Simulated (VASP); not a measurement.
Crystal: Ag.

```
Ag
1.0
    -1.65565    1.65565    1.65565
     1.65565   -1.65565    1.65565
     1.65565    1.65565   -1.65565
Ag
1
Direct
  0.00000 0.00000 0.00000
```

```yaml
Program: VASP 6.6.1
Task: relaxation of cell and atoms
Functional: BLYP
Dispersion: D4
Potentials_or_basis: VASP PAW PBE potentials, release 64 (Ag)
Cutoff: 600 eV
k_mesh: 11 × 11 × 11
Occupations: fermi-dirac, width 0.05 eV
Spin: no spin polarisation
```

At the start: pressure -2.9 GPa; volume 18.15 Å³/atom.

**Question.** How do energy, volume and symmetry change on relaxing?

**Answer.** Over 3 steps the energy falls by 5.5 meV/atom and the volume is 17.58 Å³/atom (-3.2 %); space group Im-3m (No. 229, to 0.05 Å).

The path:
```csv
step,energy change (eV),largest force (eV/Å),pressure (GPa),volume (Å³)
1,0.0000,0.0000,-2.95,18.15
2,-0.0040,0.0000,1.71,17.29
3,-0.0055,0.0000,-0.01,17.58
```

Final structure:
```
CELL_PARAMETERS angstrom
-1.63793 1.63793 1.63793
1.63793 -1.63793 1.63793
1.63793 1.63793 -1.63793
ATOMIC_POSITIONS crystal
Ag 0.00000 0.00000 0.00000
```

Caveat: the PAW data sets were made with another functional, which shifts forces and pressure a little; pairwise dispersion overbinds metals, which lowers pressure and volume.
